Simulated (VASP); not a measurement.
CsPbCl3 (a cell with a defect), 40 atoms in the cell. The cell holds a defect, 40 atoms: a = 11.234 Å, b = 11.234 Å, c = 11.234 Å, α = 90.00°, β = 90.00°, γ = 90.00°. 

- Program: VASP 6.6.1
- Task: single point
- Functional: PBEsol
- Potentials or basis: VASP PAW PBE potentials, release 64 (Cl, Cs_sv, Pb_d)
- Cutoff: 400 eV
- k mesh: 1 × 1 × 1, shifted
- Occupations: fermi-dirac, width 0.05 eV
- Spin: no spin polarisation
- Dipole correction: no
- Further INCAR settings: LREAL = Auto; ALGO = Normal; EDIFF = 1e-06; NBANDS = 202; ISYM = -1

Potentials or basis: VASP PAW PBE potentials, release 64 (Cl, Cs_sv, Pb_d).

Command:

```sh
$ cat potpaw_PBE.64/Cl/POTCAR potpaw_PBE.64/Cs_sv/POTCAR potpaw_PBE.64/Pb_d/POTCAR > POTCAR
$ mpirun -np 1 vasp_std > vasp.out
```

Hardware: 1 thread of Intel(R) Xeon(R) Platinum 8259CL CPU @ 2.50GHz (Skylake/Cascade Lake) (shared host).

**Question.** How long does it take, and how much memory?

**Answer.** Wall time 7.8 min on 1 thread of Intel(R) Xeon(R) Platinum 8259CL CPU @ 2.50GHz (Skylake/Cascade Lake) (shared host), peak memory 1 GiB. Counts: scf iterations 20, k points 1.
